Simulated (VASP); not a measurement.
# Cr (R-3m) in VASP: single point with PBEsol

Aim: the single point of Cr with PBEsol.

Program: VASP 6.6.1. These are calculated values, not measurements. Logs are shortened: lines on timing, memory, paths and dates and some standing lists are left out, and cuts for length are marked.

## Step 1: The cell of the first run

It takes space group R-3m (No. 166, trigonal). Conventional cell: a = 2.478 Å, b = 2.478 Å, c = 6.472 Å, α = 90.00°, β = 90.00°, γ = 120.00°. Within 3.3 Å of Cr (site symmetry -3m) lie 12 Cr at 2.48 to 2.59 Å.

## Step 2: Single point, PBEsol

Contents of INCAR:

```
PREC = Accurate
ENCUT = 520
EDIFF = 1E-6
ISMEAR = 0
SIGMA = 0.1
LREAL = False
LASPH = True
NELM = 80
ALGO = Fast
ISIF = 2
LWAVE = False
LCHARG = True
GGA = PS
LELF = True
LVHAR = True
NBANDS = 25
```

Contents of KPOINTS:

```
Automatic mesh
0
Gamma
  21 21 7
```

Contents of POSCAR:

```
Cr
1.0
    2.4780709020      0.0000000000      0.0000000000
   -1.2390354510      2.1460723535      0.0000000000
    0.0000000000      0.0000000000      6.4722472161
Cr
3
Direct
    0.0000000000      0.0000000000      0.0000000000
    0.3333333333      0.6666666667      0.3333333333
    0.6666666667      0.3333333333      0.6666666667
```

Potentials or basis: VASP PAW PBE potentials, release 64 (Cr_pv).

Launch:

```console
$ cat potpaw_PBE.64/Cr_pv/POTCAR > POTCAR
$ mpirun -np 1 vasp_std > vasp.out
```

OUTCAR:

```text
PREC = Accurate
   ENCUT = 520
   EDIFF = 1E-6
   ISMEAR = 0
   LREAL = False
   LASPH = True
   NELM = 80
   ISIF = 2
   GGA = PS

 ion  position               nearest neighbor table
   1  0.000  0.000  0.000-   2 2.59   3 2.59   2 2.59   3 2.59   3 2.59   2 2.59
   2  0.333  0.667  0.333-   1 2.59   1 2.59   1 2.59   3 2.59   3 2.59   3 2.59
   3  0.667  0.333  0.667-   1 2.59   1 2.59   1 2.59   2 2.59   2 2.59   2 2.59

  LATTYP: Found a hexagonal cell.
 ALAT       =     2.4780709020
 C/A-ratio  =     2.6118087303

  Lattice vectors:

 A1 = (   2.4780709020,   0.0000000000,   0.0000000000)
 A2 = (  -1.2390354510,   2.1460723535,   0.0000000000)
 A3 = (   0.0000000000,   0.0000000000,   6.4722472161)

Analysis of symmetry for initial positions (statically):
=====================================================================
 Subroutine PRICEL returns following result:

  LATTYP: Found a trigonal (rhomboedric) cell.
 ALAT       =     2.5887038842
 COS(alpha) =     0.5418236059

  Lattice vectors:

 A1 = (   1.2390354509,  -0.7153574511,   2.1574157385)
 A2 = (  -0.0000000001,   1.4307149024,   2.1574157385)
 A3 = (  -1.2390354508,  -0.7153574513,   2.1574157391)

   3 primitive cells build up your supercell.

 Routine SETGRP: Setting up the symmetry group for a
 hexagonal supercell.

 Subroutine GETGRP returns: Found 12 space group operations
 (whereof 12 operations were pure point group operations)
 out of a pool of 24 trial point group operations.

The static configuration has the point symmetry D_3d.

Analysis of symmetry for dynamics (positions and initial velocities):
=====================================================================
 Subroutine PRICEL returns following result:

  LATTYP: Found a trigonal (rhomboedric) cell.
 ALAT       =     2.5887038842
 COS(alpha) =     0.5418236059

  Lattice vectors:

 A1 = (   1.2390354509,  -0.7153574511,   2.1574157385)
 A2 = (  -0.0000000001,   1.4307149024,   2.1574157385)
 A3 = (  -1.2390354508,  -0.7153574513,   2.1574157391)

   3 primitive cells build up your supercell.

 Routine SETGRP: Setting up the symmetry group for a
 hexagonal supercell.

 Subroutine GETGRP returns: Found 12 space group operations
 (whereof 12 operations were pure point group operations)
 out of a pool of 24 trial point group operations.

The dynamic configuration has the point symmetry D_3d.

 Subroutine INISYM returns: Found 12 space group operations
 (whereof 12 operations are pure point group operations),
 and found     3 'primitive' translations

----------------------------------------------------------------------------------------

                                     Primitive cell

  volume of cell :      11.4734

  direct lattice vectors                    reciprocal lattice vectors
     1.239035451 -0.715357451  2.157415738     0.403539705 -0.232983757  0.154505841
    -0.000000000  1.430714902  2.157415738     0.000000000  0.465967514  0.154505841
    -1.239035451 -0.715357451  2.157415739    -0.403539705 -0.232983757  0.154505841

  length of vectors
     2.588703884  2.588703884  2.588703885     0.490915247  0.490915247  0.490915247

  position of ions in fractional coordinates (direct lattice)
     0.000000000  0.000000000  0.000000000

  ion indices of the primitive-cell ions
   primitive index   ion index
                 1           1

----------------------------------------------------------------------------------------

 KPOINTS: Automatic mesh

Automatic generation of k-mesh.
 Grid dimensions read from file:
 generate k-points for:   21   21    7

 Generating k-lattice:

  Cartesian coordinates                     Fractional coordinates (reciprocal lattice)
     0.019216176  0.011094465  0.000000000     0.047619048  0.000000000  0.000000000
     0.000000000  0.022188929  0.000000000     0.000000000  0.047619048  0.000000000
     0.000000000  0.000000000  0.022072263     0.000000000  0.000000000  0.142857143

  Length of vectors
     0.022188929  0.022188929  0.022072263

  Shift w.r.t. Gamma in fractional coordinates (k-lattice)
     0.000000000  0.000000000  0.000000000

 Subroutine IBZKPT returns following result:
 ===========================================

 Found    303 irreducible k-points:

 Following reciprocal coordinates:
            Coordinates               Weight
  0.000000  0.000000  0.000000      1.000000
  0.047619  0.000000  0.000000      6.000000
  0.095238  0.000000  0.000000      6.000000
  0.142857  0.000000  0.000000      6.000000
  0.190476  0.000000  0.000000      6.000000
  0.238095  0.000000  0.000000      6.000000
[... 16 lines left out ...]
  0.142857  0.095238  0.000000     12.000000
  0.190476  0.095238  0.000000     12.000000
 [... further k-points ...]
   k-points           NKPTS =    303   k-points in BZ     NKDIM =    303   number of bands    NBANDS=     25
   number of dos      NEDOS =    301   number of ions     NIONS =      3
   total plane-waves  NPLWV =  15552
   dimension x,y,z NGX =    18 NGY =   18 NGZ =   48
   dimension x,y,z NGXF=    36 NGYF=   36 NGZF=   96
   ions per type =               3
   NGX,Y,Z   is equivalent  to a cutoff of  12.08, 12.08, 12.33 a.u.
   NGXF,Y,Z  is equivalent  to a cutoff of  24.15, 24.15, 24.66 a.u.
 SYSTEM =  unknown system
   PREC   = accura    normal or accurate (medium, high low for compatibility)
   ISTART =      0    job   : 0-new  1-cont  2-samecut
   ICHARG =      2    charge: 1-file 2-atom 10-const
   ISPIN  =      1    spin polarized calculation?
   LNONCOLLINEAR =      F non collinear calculations
   LSORBIT =      F    spin-orbit coupling
   LASPH  =      T    aspherical Exc in radial PAW
   ENCUT  =  520.0 eV  38.22 Ry    6.18 a.u.   4.61  4.61 12.03*2*pi/ulx,y,z
   NELM   =     80;   NELMIN=  2; NELMDL= -5     # of ELM steps
   EDIFF  = 0.1E-05   stopping-criterion for ELM
   LREAL  =      F    real-space projection
   EDIFFG = 0.1E-04   stopping-criterion for IOM
   NSW    =      0    number of steps for IOM
   IBRION =     -1    ionic relax: 0-MD 1-quasi-New 2-CG
   NFREE  =      0    steps in history (QN), initial steepest desc. (CG)
   ISIF   =      2    stress and relaxation
   ISYM   =      2    0-nonsym 1-usesym 2-fastsym
   POTIM  = 0.5000    time-step for ionic-motion
   TEBEG  =    0.0;   TEEND  =   0.0 temperature during run
   PSTRESS=    0.0 pullay stress
   NELECT =      36.0000    total number of electrons
   NUPDOWN=      -1.0000    fix difference up-down
   EMIN   =  10.00;   EMAX   =-10.00  energy-range for DOS
   EFERMI =   0.00;   METHOD = LEGACY
   ISMEAR =     0;   SIGMA  =   0.10  broadening in eV -4-tet -1-fermi 0-gaus
   EFERMI_NEDOS =   21; number of points for ismear=-14 and -15
   IALGO  =     68    algorithm
   IMIX   =      4    mixing-type and parameters
     AMIX     =   0.40;   BMIX     =  1.00
     AMIX_MAG =   1.60;   BMIX_MAG =  1.00
  volume/ion in A,a.u.               =      11.47        77.43
  Fermi-wavevector in a.u.,A,eV,Ry     =   1.661771  3.140293 37.572271  2.761484
  Thomas-Fermi vector in A             =   2.748777
   LORBIT       =      0    0 simple, 1 ext, 2 COOP (PROOUT), +10 PAW based schemes
   GGA     = PS    functional components
   LHFCALC =     F    Hartree Fock is set to
   AEXX    =    0.0000 exact exchange contribution
   IVDW    =     0    specifies the selected vdW correction
   LEPSILON=     F    determine dielectric tensor
   LRPA    =     F    only Hartree local field effects (RPA)
 non-spin polarized calculation
 RMM-DIIS sequential band-by-band and
 Gauss-broadening in eV      SIGMA  =   0.10
  energy-cutoff  :      520.00
  volume of cell :       34.42
 maximum number of plane-waves:       943
   NGX =  9   NGY =  9   NGZ = 25

 number of electron      35.9999955 magnetization

 Free energy of the ion-electron system (eV)
  ---------------------------------------------------
  ext. energy  EPLUGINS =         0.00000000
  ---------------------------------------------------
  free energy    TOTEN  =       -29.53301516 eV

  energy without entropy =      -29.51084883  energy(sigma->0) =      -29.52193200

 E-fermi :  10.7009     XC(G=0): -13.8568

 val. band max:       10.7006047559   @ k =  -0.1905   0.4286   0.1429
 cond. band min:      10.7014876789   @ k =   0.2381   0.0000   0.2857
 fundamental gap:      0.0008829230
 Fermi energy:        10.7008765934

 k-point     1 :       0.0000    0.0000    0.0000
  band No.  band energies     occupation
      1     -32.2373      2.00000
      2     -32.2373      2.00000
      3     -31.6175      2.00000
      4     -31.5143      2.00000
      5     -31.5143      2.00000
      6     -31.5143      2.00000
[... 17 lines left out ...]
     24      12.7119      0.00000
     25      12.7119      0.00000

 k-point     2 :       0.0476    0.0000    0.0000
  band No.  band energies     occupation
      1     -32.2335      2.00000
      2     -32.2332      2.00000
      3     -31.6187      2.00000
      4     -31.5407      2.00000
      5     -31.5270      2.00000
      6     -31.5243      2.00000
[... 17 lines left out ...]
     24      12.5476      0.00000
     25      12.6590      0.00000

 k-point     3 :       0.0952    0.0000    0.0000
  band No.  band energies     occupation
      1     -32.2231      2.00000
      2     -32.2208      2.00000
      3     -31.6228      2.00000
      4     -31.6015      2.00000
      5     -31.5685      2.00000
      6     -31.5482      2.00000
[... 17 lines left out ...]
     24      12.3696      0.00000
     25      12.7952      0.00000

 k-point     4 :       0.1429    0.0000    0.0000
  band No.  band energies     occupation
      1     -32.2093      2.00000
      2     -32.2016      2.00000
      3     -31.6900      2.00000
      4     -31.6427      2.00000
      5     -31.6400      2.00000
      6     -31.6178      2.00000
[... 17 lines left out ...]
     24      12.1917      0.00000
     25      13.0551      0.00000

 k-point     5 :       0.1905    0.0000    0.0000
  band No.  band energies     occupation
      1     -32.1974      2.00000
      2     -32.1793      2.00000
      3     -31.7947      2.00000
      4     -31.7580      2.00000
      5     -31.7273      2.00000
      6     -31.6351      2.00000
[... 17 lines left out ...]
     24      12.1278      0.00000
     25      13.1693      0.00000

 k-point     6 :       0.2381    0.0000    0.0000
  band No.  band energies     occupation
      1     -32.1966      2.00000
      2     -32.1652      2.00000
      3     -31.8951      2.00000
      4     -31.8951      2.00000
      5     -31.8134      2.00000
      6     -31.6487      2.00000
[... 17 lines left out ...]
     24      12.3083      0.00000
     25      13.7122      0.00000
[... 393 lines left out ...]
 k-point    21 :       0.4762    0.0476    0.0000
  band No.  band energies     occupation
      1     -32.4082      2.00000
      2     -32.4082      2.00000
      3     -32.4055      2.00000
      4     -31.9065      2.00000
      5     -31.8141      2.00000
      6     -31.8141      2.00000
[... 17 lines left out ...]
     24      13.6070      0.00000
     25      15.1064      0.00000

 k-point    22 :       0.0952    0.0952    0.0000
  band No.  band energies     occupation
      1     -32.1969      2.00000
      2     -32.1969      2.00000
      3     -31.7092      2.00000
      4     -31.7092      2.00000
      5     -31.6811      2.00000
      6     -31.6353      2.00000
[... 17 lines left out ...]
     24      12.4386      0.00000
     25      12.4386      0.00000

 k-point    23 :       0.1429    0.0952    0.0000
  band No.  band energies     occupation
      1     -32.1865      2.00000
      2     -32.1788      2.00000
      3     -31.8051      2.00000
      4     -31.7926      2.00000
      5     -31.7791      2.00000
      6     -31.6482      2.00000
[... 17 lines left out ...]
     24      12.2720      0.00000
     25      12.5650      0.00000

 k-point    24 :       0.1905    0.0952    0.0000
  band No.  band energies     occupation
      1     -32.1884      2.00000
      2     -32.1694      2.00000
      3     -31.9173      2.00000
      4     -31.8946      2.00000
      5     -31.8447      2.00000
      6     -31.6662      2.00000
[... 17 lines left out ...]
     24      12.5829      0.00000
     25      12.6900      0.00000

 [... further k-points ...]

------------------------ aborting loop because EDIFF is reached ----------------------------------------

  FORCE on cell =-STRESS in cart. coord.  units (eV):
  Direction    XX          YY          ZZ          XY          YZ          ZX
  --------------------------------------------------------------------------------------
  -------------------------------------------------------------------------------------
  Total       -0.1235582     -0.1235582     -0.1144214      0.0000000      0.0000000      0.0000000
  in kB       -5.7513394     -5.7513394     -5.3260417      0.0000000      0.0000000      0.0000000
  external PRESSURE =      -5.6095735 kB  Pullay stress =       0.0000000 kB

 VOLUME and BASIS-vectors are now :
 -----------------------------------------------------------------------------
  energy-cutoff  :      520.00
  volume of cell :       34.42
      direct lattice vectors                 reciprocal lattice vectors
     2.478070902  0.000000000  0.000000000     0.403539705  0.232983757  0.000000000
    -1.239035451  2.146072354  0.000000000     0.000000000  0.465967514  0.000000000
     0.000000000  0.000000000  6.472247216     0.000000000  0.000000000  0.154505841

 POSITION                                       TOTAL-FORCE (eV/Angst)
 -----------------------------------------------------------------------------------
      0.00000      0.00000      0.00000        -0.000000      0.000000     -0.000000
     -0.00000      1.43071      2.15742         0.000000      0.000000     -0.000000
      1.23904      0.71536      4.31483        -0.000000     -0.000000      0.000000
 -----------------------------------------------------------------------------------
    total drift:                                0.000000      0.000000     -0.000000

  FREE ENERGIE OF THE ION-ELECTRON SYSTEM (eV)
  ---------------------------------------------------
  free  energy   TOTEN  =       -29.5330151638 eV

  energy  without entropy=      -29.5108488289  energy(sigma->0) =      -29.52193200
```

Run time: 4.6 min. Hardware: 1 thread of Oxide Virtual Turin-like, shared host; peak memory 0.25 GiB.

What came out:

* Free energy: -29.5330 eV
* Pressure: -0.6 GPa
* Band gap on the k mesh: zero (band 18 reaches 11.51 eV, above the bottom of band 19 at 10.39 eV)

Caveat: the PAW data sets were made with another functional, which shifts forces and pressure a little; the run has no spin polarisation, though such a crystal can be magnetic. Spin polarisation is off, so any magnetic state and its effect on volume and gap are missing.
